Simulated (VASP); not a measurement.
Wanted: the native input for a VASP 6.6.1 run.

| Property | Result |
| --- | --- |
| Task | relaxation of cell and atoms |
| Functional | PBE |
| Potentials or basis | VASP PAW PBE potentials, release 64 (Os) |
| Cutoff | 600 eV |
| k mesh | 17 × 17 × 9 |
| Occupations | fermi-dirac, width 0.1 eV |
| Spin | no spin polarisation |
| Target pressure | 40 GPa |
| Dipole correction | no |
| Further INCAR settings | ALGO = Normal; EDIFF = 1e-07; IBRION = 2; EDIFFG = -0.005; NSW = 60; ISIF = 3 |

The structure of Os lies in POSCAR:

```
Os
1.0
    2.6582670178      0.0000000000      0.0000000000
   -1.3291335089      2.3021267674      0.0000000000
    0.0000000000      0.0000000000      4.3063925688
Os
2
Direct
    0.3333333333      0.6666666667      0.2500000000
    0.6666666667      0.3333333333      0.7500000000
```

One way to write it, as run:

INCAR

```
SYSTEM = Os
  PREC = Accurate
  ENCUT = 600
  EDIFF = 1E-7
  ISMEAR = -1
  SIGMA = 0.1
  LREAL = .FALSE.
  LASPH = .TRUE.
  NELM = 60
  ALGO = Normal
  ISIF = 3
  LWAVE = .FALSE.
  LCHARG = .FALSE.
  GGA = PE
  IBRION = 2
  NSW = 60
  EDIFFG = -0.005
  PSTRESS = 400.0
```

KPOINTS

```
regular mesh
0
G
  17 17 9
  0 0 0
```

Potentials or basis: VASP PAW PBE potentials, release 64 (Os).

Launch:

```console
$ cat potpaw_PBE.64/Os/POTCAR > POTCAR
$ mpirun -np 1 vasp_std > vasp.out
```

Results of the run:

| Quantity | Value |
| --- | --- |
| Relaxed volume | 13.17 Å³/atom |
| Relaxed cell | a = 2.678 Å, b = 2.678 Å, c = 4.240 Å, α = 90.00°, β = 90.00°, γ = 120.00° |
| Space group after relaxing (to 0.1 Å) | P6_3/mmc (No. 194) |
| Energy change on relaxing (the run minimises the enthalpy) | -9.1 meV/atom |
| Ionic steps | 6 |
| Pressure after relaxing | 40.0 GPa |
| Band gap on the k mesh | zero (bands 8 and 9 overlap by 4.34 eV) |

Caveat: the cell is relaxed towards a set pressure, so the run minimises the enthalpy, not the energy; spin-orbit coupling is left out, which moves the levels of the heavy elements.

Wall time 5 min on 1 thread of Intel Xeon 8259CL, with other jobs on the host, peak memory 0.21 GiB.
